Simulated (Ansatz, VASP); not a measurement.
# One calculation of Bi, two programs

INCAR

```
PREC = Accurate ; ENCUT = 600
EDIFF = 1E-6 ; ISMEAR = 0
SIGMA = 0.1 ; LREAL = False
LASPH = True ; NELM = 60
ALGO = Normal ; ISIF = 3
LWAVE = False ; LCHARG = False
GGA = PE ; IBRION = 2
NSW = 100 ; EDIFFG = -0.01
```

File KPOINTS:

```
Automatic mesh
0
Gamma
  20 20 20
```

File POSCAR:

```
Bi
1.0
    0.0000000000      2.5063167855      2.5063167855
    2.5063167855      0.0000000000      2.5063167855
    2.5063167855      2.5063167855      0.0000000000
Bi
1
Direct
    0.0000000000      0.0000000000      0.0000000000
```

Input for Ansatz:

```yaml
crystal:
  lattice:
    - [0.0, 2.5063167855, 2.5063167855]
    - [2.5063167855, 0.0, 2.5063167855]
    - [2.5063167855, 2.5063167855, 0.0]
  atoms:
    - { symbol: Bi, position: [0.0, 0.0, 0.0] }
basis:
  ecutwfc: 420
kpoints:
  mp_grid: { grid: [20, 20, 20] }
hamiltonian:
  xc: pbe
scf:
  occupations: { method: gaussian, width: 0.1 }
output:
  forces: true
  stress: true
  eigenvalues: true
relax:
  adjacent_minimum: "off"
  f_tol: 0.01
  max_steps: 80
  cell: { stress_tol: 0.05 }
```

Alike in both runs: task relaxation of cell and atoms; functional PBE; k mesh 20 × 20 × 20; occupations gaussian, width 0.1 eV; no spin polarisation.

```csv
,VASP,Ansatz
version,VASP 6.6.1,Ansatz 0.2.0
potentials or method,"VASP PAW PBE potentials, release 64 (Bi_d), cutoff 600 eV","scalar-relativistic, plane waves, PAW"
valence electrons in the cell,15,15
```

VASP gave:

```
gap on the k mesh at the Fermi level, each at its own relaxed structure (eV) : none
relaxed volume (Å³/atom)                                                     : 31.74
relaxed cell length with the largest relative difference (Å)                 : 3.554
```

Task: Which values does Ansatz return?

Result: gap on the k mesh at the Fermi level, each at its own relaxed structure (eV): none; relaxed volume (Å³/atom): 31.76; relaxed cell length with the largest relative difference (Å): 3.555.

A gap of «none» marks a metal or a gap that the smearing closes.

Neither program's run includes spin-orbit coupling.
